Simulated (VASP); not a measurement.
# Cd12C (a cell with a defect) in VASP: single point with PBE

Aim: the single point of Cd12C (a cell with a defect) with PBE.

All numbers are computed with VASP 6.6.1; they aren't measurements. Logs are shortened: lines on timing, memory, paths and dates and some standing lists are left out, and cuts for length are marked.

## (1) The cell of the first run

The cell holds a defect, 13 atoms: a = 5.960 Å, b = 8.940 Å, c = 5.620 Å, α = 90.00°, β = 90.00°, γ = 120.00°.

## (2) Single point, PBE

INCAR reads:

```
PREC     = Accurate       # precision mode
ENCUT    = 520            # plane-wave cutoff, eV
EDIFF    = 1E-6           # SCF threshold, eV
ISMEAR   = 0              # smearing method
SIGMA    = 0.1            # smearing width, eV
LREAL    = False          # projectors in reciprocal space
LASPH    = True           # aspherical terms in the spheres
NELM     = 60             # most SCF steps
ALGO     = Normal         # electronic algorithm
ISIF     = 2              # what is computed and relaxed
LWAVE    = False          # write WAVECAR
LCHARG   = True           # write CHGCAR
GGA      = PE             # functional
LELF     = True           # ELF
LVHAR    = True         
NBANDS   = 86             # bands
```

KPOINTS reads:

```
regular mesh
0
Gamma
  3 2 3
```

POSCAR reads:

```
Cd12C
1.0
    5.9600000000      0.0000000000      0.0000000000
   -4.4700000000      7.7422670000      0.0000000000
    0.0000000000      0.0000000000      5.6202800000
Cd C
12 1
Direct
    0.0134673996     -0.0128518412      0.0040699483
    0.1739041061      0.2074567039      0.4582613838
   -0.0043156816      0.3174663919     -0.0091579602
    0.1745498591      0.5560432470      0.4842737245
    0.0172582997      0.6611341335      0.0176699729
    0.1737377195      0.8815674223      0.5350634514
    0.5161490496     -0.0110315959     -0.0341447466
    0.6721685909      0.2088978875      0.4663536829
    0.5170056586      0.3160249459     -0.0030465223
    0.6957479864      0.5536719237      0.4849887438
    0.5168636354      0.6634163044      0.0239388943
    0.6776381606      0.8841240271      0.4978782675
    0.3467254160      0.4356926500      0.7390536598
```

Potentials or basis: VASP PAW PBE potentials, release 64 (Cd, C).

Command:

```
cat potpaw_PBE.64/Cd/POTCAR potpaw_PBE.64/C/POTCAR > POTCAR
mpirun -np 1 vasp_std > vasp.out
```

OUTCAR:

```text
PREC = Accurate
   ENCUT = 520
   EDIFF = 1E-6
   ISMEAR = 0
   LREAL = False
   LASPH = True
   NELM = 60
   ISIF = 2
   GGA = PE

 ion  position               nearest neighbor table
   1  0.013  0.987  0.004-   5 2.93  11 2.93   9 2.97   7 2.98   7 3.00   3 3.01   2 3.07   6 3.11
                            12 3.27  12 3.33   6 3.41   2 3.51
   2  0.174  0.207  0.458-  13 2.37  12 2.93   6 2.94   8 2.96   8 3.00   1 3.07  10 3.11   4 3.12
                             9 3.14   3 3.17   3 3.48   9 3.51   1 3.51
   3  0.996  0.317  0.991-  13 2.30   9 2.85   7 2.90   1 3.01   5 3.01  11 3.11   9 3.11   8 3.15
                             2 3.17   4 3.33   8 3.39   4 3.39   2 3.48
   4  0.175  0.556  0.484-  13 2.32  10 2.84   6 2.93  12 2.97   8 3.05   5 3.09  10 3.12   2 3.12
                            11 3.13   3 3.33   3 3.39   5 3.41  11 3.51
   5  0.017  0.661  0.018-   1 2.93   7 2.97  11 2.97  11 2.99   3 3.01   9 3.04   4 3.09  10 3.11
                             6 3.21   6 3.37   4 3.41  10 3.42
   6  0.174  0.882  0.535-  10 2.90   4 2.93   2 2.94   8 2.97  12 2.98   7 3.00  12 3.00   1 3.11
                             5 3.21   5 3.37   1 3.41   7 3.66
   7  0.516  0.989  0.966-   3 2.90   9 2.93  11 2.93   5 2.97   1 2.98   1 3.00   6 3.00  12 3.10
                             8 3.28   8 3.29  12 3.41   6 3.66
   8  0.672  0.209  0.466-  12 2.93   2 2.96   6 2.97   2 3.00  10 3.02   4 3.05   9 3.10   3 3.15
                             7 3.28   7 3.29   3 3.39   9 3.40
   9  0.517  0.316  0.997-  13 2.32   3 2.85   7 2.93   1 2.97   5 3.04   8 3.10  11 3.11   3 3.11
                             2 3.14  10 3.30   8 3.40  10 3.42   2 3.51
  10  0.696  0.554  0.485-  13 2.30   4 2.84   6 2.90  12 3.01   8 3.02   2 3.11   5 3.11   4 3.12
                            11 3.14   9 3.30   9 3.42   5 3.42  11 3.51
  11  0.517  0.663  0.024-  13 2.38   1 2.93   7 2.93   5 2.97   5 2.99   3 3.11   9 3.11   4 3.13
                            10 3.14  12 3.16  12 3.42  10 3.51   4 3.51
  12  0.678  0.884  0.498-   8 2.93   2 2.93   4 2.97   6 2.98   6 3.00  10 3.01   7 3.10  11 3.16
                             1 3.27   1 3.33   7 3.41  11 3.42
  13  0.347  0.436  0.739-  10 2.30   3 2.30   9 2.32   4 2.32   2 2.37  11 2.38

  LATTYP: Found a simple monoclinic cell.
 ALAT       =     5.9600000000
 B/A-ratio  =     0.9430000000
 C/A-ratio  =     1.3228756374
 COS(beta)  =    -0.1889822391

  Lattice vectors:

 A1 = (   5.9600000000,   0.0000000000,   0.0000000000)
 A2 = (   0.0000000000,   0.0000000000,   5.6202800000)
 A3 = (  -1.4900000000,  -7.7422670000,   0.0000000000)

Analysis of symmetry for initial positions (statically):
=====================================================================
 Subroutine PRICEL returns:
 Original cell was already a primitive cell.

[... 165 lines left out ...]
   IMIX   =      4    mixing-type and parameters
     AMIX     =   0.40;   BMIX     =  1.00
     AMIX_MAG =   1.60;   BMIX_MAG =  1.00
  volume/ion in A,a.u.               =      19.95       134.62
  Fermi-wavevector in a.u.,A,eV,Ry     =   1.357911  2.566080 25.088083  1.843922
  Thomas-Fermi vector in A             =   2.484789
   LORBIT       =      0    0 simple, 1 ext, 2 COOP (PROOUT), +10 PAW based schemes
   GGA     = PE    functional components
   LHFCALC =     F    Hartree Fock is set to
   AEXX    =    0.0000 exact exchange contribution
   IVDW    =     0    specifies the selected vdW correction
   LEPSILON=     F    determine dielectric tensor
   LRPA    =     F    only Hartree local field effects (RPA)
 non-spin polarized calculation
 Gauss-broadening in eV      SIGMA  =   0.10
  energy-cutoff  :      520.00
  volume of cell :      259.34
 maximum number of plane-waves:      7003
 NGX is ok and might be reduce to    48
   NGX = 23   NGY = 33   NGZ = 21

 number of electron     148.0000002 magnetization

 Free energy of the ion-electron system (eV)
  ---------------------------------------------------
  ext. energy  EPLUGINS =         0.00000000
  ---------------------------------------------------
  free energy    TOTEN  =       -13.94684116 eV

  energy without entropy =      -13.91485606  energy(sigma->0) =      -13.93084861

 E-fermi :   3.2116     XC(G=0): -11.1887

 val. band max:        3.2027732002   @ k =   0.3333   0.5000   0.0000
 cond. band min:       3.2206588049   @ k =   0.0000   0.5000   0.3333
 fundamental gap:      0.0178856048
 Fermi energy:         3.2115595320

 k-point     1 :       0.0000    0.0000    0.0000
  band No.  band energies     occupation
      1      -8.5733      2.00000
      2      -6.8217      2.00000
      3      -6.7705      2.00000
      4      -6.7282      2.00000
      5      -6.6453      2.00000
      6      -6.6325      2.00000
[... 879 lines left out ...]
     85       8.1560      0.00000
     86       8.6192      0.00000

------------------------ aborting loop because EDIFF is reached ----------------------------------------

  FORCE on cell =-STRESS in cart. coord.  units (eV):
  Direction    XX          YY          ZZ          XY          YZ          ZX
  --------------------------------------------------------------------------------------
  -------------------------------------------------------------------------------------
  Total       12.8692084     11.5325608      8.6493545     -0.3656495     -0.2537309      0.5724261
  in kB       79.5041977     71.2465730     53.4345215     -2.2589320     -1.5675146      3.5363695
  external PRESSURE =      68.0617641 kB  Pullay stress =       0.0000000 kB

 VOLUME and BASIS-vectors are now :
 -----------------------------------------------------------------------------
  energy-cutoff  :      520.00
  volume of cell :      259.34
      direct lattice vectors                 reciprocal lattice vectors
     5.960000000  0.000000000  0.000000000     0.167785235  0.096870852  0.000000000
    -4.470000000  7.742267000  0.000000000     0.000000000  0.129161136  0.000000000
     0.000000000  0.000000000  5.620280000     0.000000000  0.000000000  0.177927078

 POSITION                                       TOTAL-FORCE (eV/Angst)
 -----------------------------------------------------------------------------------
     -4.33229      7.64276      0.02287        -0.004345      0.006817     -0.008111
      0.10914      1.60619      2.57556        -0.008584     -0.022659     -0.020650
      4.51520      2.45791      5.56881        -0.033356     -0.019752      0.036291
     -1.44520      4.30504      2.72175        -0.015686      0.006153     -0.022322
     -2.85241      5.11868      0.09931        -0.002870     -0.012190      0.002956
     -2.90513      6.82533      3.00721         0.000995      0.008807     -0.006097
     -1.34444      7.65686      5.42838         0.001172      0.006611     -0.005361
      3.07235      1.61734      2.62104         0.009063      0.008390     -0.001203
      1.66872      2.44675      5.60316         0.023299     -0.016748      0.024653
      1.67174      4.28668      2.72577         0.017998      0.019870     -0.028829
      0.11504      5.13635      0.13454         0.003999      0.020171      0.027601
      0.08669      6.84512      2.79822         0.001099     -0.010978     -0.002480
      0.11894      3.37325      4.15369         0.007215      0.005507      0.003551
 -----------------------------------------------------------------------------------
    total drift:                               -0.000169     -0.001251     -0.000351

  FREE ENERGIE OF THE ION-ELECTRON SYSTEM (eV)
  ---------------------------------------------------
  free  energy   TOTEN  =       -13.9468411613 eV

  energy  without entropy=      -13.9148560583  energy(sigma->0) =      -13.93084861
```

stdout:

```text
POSCAR found type information on POSCAR CdC
 POSCAR found :  2 types and      13 ions
 scaLAPACK will be used
 LDA part: xc-table for (Slater+PW92), standard interpolation
 -----------------------------------------------------------------------------
|                                                                             |
|           W    W    AA    RRRRR   N    N  II  N    N   GGGG   !!!           |
|           W    W   A  A   R    R  NN   N  II  NN   N  G    G  !!!           |
|           W    W  A    A  R    R  N N  N  II  N N  N  G       !!!           |
|           W WW W  AAAAAA  RRRRR   N  N N  II  N  N N  G  GGG   !            |
|           WW  WW  A    A  R   R   N   NN  II  N   NN  G    G                |
|           W    W  A    A  R    R  N    N  II  N    N   GGGG   !!!           |
|                                                                             |
|     Your reciprocal lattice and k-lattice belong to different lattice       |
|     classes:                                                                |
|                                                                             |
|        The reciprocal lattice is simple monoclinic,                         |
|        whereas your k-lattice is hexagonal.                                 |
|                                                                             |
|     Results are often still useful ...                                      |
|                                                                             |
 -----------------------------------------------------------------------------

 POSCAR, INCAR and KPOINTS ok, starting setup
 FFT: planning ... GRIDC
 FFT: planning ... GRID_SOFT
 FFT: planning ... GRID
 WAVECAR not read
 entering main loop
```

Wall time 4.3 min (1 thread of Intel Xeon Platinum 8259CL at 2.50GHz (Skylake/Cascade Lake), shared host); peak memory 0.43 GiB.

What came out:

- Free energy: -13.9468 eV
- Pressure: 6.8 GPa
- Largest force: 0.053 eV/Å
- Band gap on the k mesh: zero (bands 74 and 75 overlap by 0.96 eV)

Forces on the atoms (eV/Å):
```
Cd  -0.004  0.007 -0.008
Cd  -0.009 -0.023 -0.021
Cd  -0.033 -0.020  0.036
Cd  -0.016  0.006 -0.022
Cd  -0.003 -0.012  0.003
Cd   0.001  0.009 -0.006
Cd   0.001  0.007 -0.005
Cd   0.009  0.008 -0.001
Cd   0.023 -0.017  0.025
Cd   0.018  0.020 -0.029
Cd   0.004  0.020  0.028
Cd   0.001 -0.011 -0.002
C    0.007  0.006  0.004
```

Caveat: the k points lie up to 0.41 Å⁻¹ apart, too coarse for converged energies and pressures of a metal.
